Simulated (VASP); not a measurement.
Crystal: LiMg2Sn2.

```xyz
5
Lattice="4.3911 0.0000 0.0000 -2.1956 3.8028 0.0000 0.0000 0.0000 7.3155" Properties=species:S:1:pos:R:3 pbc="T T T"
Mg   -0.0002    2.5354    4.5985
Mg    2.1958    1.2675    2.7170
Sn   -0.0002    2.5354    1.8808
Sn    2.1958    1.2675    5.4347
Li    0.0000    0.0000    0.0000
```

```yaml
Program: VASP 6.6.1
Task: relaxation of cell and atoms
Functional: PBE
Potentials_or_basis: VASP PAW PBE potentials, release 64 (Mg, Sn_d, Li_sv)
Cutoff: 600 eV
k_mesh: 5 × 5 × 3
Occupations: gaussian, width 0.1 eV
Spin: no spin polarisation
```

At the start: pressure 7.7 GPa; volume 24.43 Å³/atom.

Problem. Where does the relaxation end?

Solution. Over 34 steps the energy falls by 296.2 meV/atom and the volume is 25.02 Å³/atom (+2.4 %); space group P-3m1 (No. 164, to 0.05 Å).

The path:
| step | energy change (eV) | largest force (eV/Å) | pressure (GPa) | volume (Å³) |
| --- | --- | --- | --- | --- |
| 1 | 0.0000 | 1.8490 | 7.75 | 122.16 |
| 2 | -0.7095 | 0.6129 | -0.47 | 144.20 |
| 3 | -0.7150 | 0.5189 | -1.07 | 146.84 |
| 4 | -0.8089 | 0.5888 | -1.01 | 144.45 |
| 5 | -1.0374 | 0.8821 | -0.59 | 137.02 |
| 6 | -1.0453 | 1.2966 | 3.07 | 120.93 |
| 7 | -1.1439 | 1.2476 | 0.85 | 127.70 |
| 8 | -1.1349 | 1.2813 | 1.42 | 125.59 |
| 9 | -1.1698 | 1.1733 | 1.39 | 125.09 |
| 10 | -1.2403 | 0.8372 | 1.58 | 123.57 |
| 11 | -1.2417 | 0.1607 | 2.69 | 120.45 |
| 12 | -1.2648 | 0.5896 | 2.01 | 122.10 |
| 13 | -1.2652 | 0.4286 | 2.23 | 121.51 |
| 14 | -1.3045 | 0.3909 | 1.69 | 122.82 |
| 15 | -1.3847 | 0.2975 | 0.25 | 126.78 |
| 16 | -1.4004 | 0.1303 | -1.99 | 134.76 |
| 17 | -1.4158 | 0.1758 | -1.16 | 131.39 |
| 18 | -1.4361 | 0.1406 | -1.00 | 130.38 |
| 19 | -1.4640 | 0.0909 | -0.60 | 128.04 |
| 20 | -1.4671 | 0.0808 | -0.30 | 126.91 |
| 21 | -1.4693 | 0.0761 | -0.16 | 126.28 |
| 22 | -1.4708 | 0.0718 | 0.04 | 125.48 |
| 23 | -1.4695 | 0.0631 | 0.48 | 123.88 |
| 24 | -1.4711 | 0.0706 | 0.17 | 125.03 |
| 25 | -1.4725 | 0.0619 | 0.13 | 125.15 |
| 26 | -1.4755 | 0.0376 | 0.01 | 125.50 |
| 27 | -1.4753 | 0.0282 | -0.24 | 126.22 |
| 28 | -1.4765 | 0.0179 | -0.11 | 125.84 |
| 29 | -1.4781 | 0.0189 | -0.08 | 125.61 |
| 30 | -1.4804 | 0.0274 | 0.05 | 124.99 |
| 31 | -1.4806 | 0.0357 | 0.10 | 124.78 |
| 32 | -1.4811 | 0.0165 | -0.04 | 125.27 |
| 33 | -1.4811 | 0.0141 | -0.06 | 125.33 |
| 34 | -1.4812 | 0.0030 | -0.01 | 125.11 |

Final structure:
```
Mg Sn Li
1.0
     4.73019    0.00548    0.00665
    -2.36035    4.09920   -0.00665
     0.00883   -0.00510    6.44812
Mg Sn Li
2 2 1
Direct
  0.33319 0.66681 0.64555
  0.66681 0.33319 0.35445
  0.33340 0.66660 0.17229
  0.66660 0.33340 0.82771
  0.00000 0.00000 0.00000
```

Caveat: the cutoff is under 1.25 times the usual one of these potentials, so pressure, stress and relaxed cells hold a basis-set (Pulay) error.
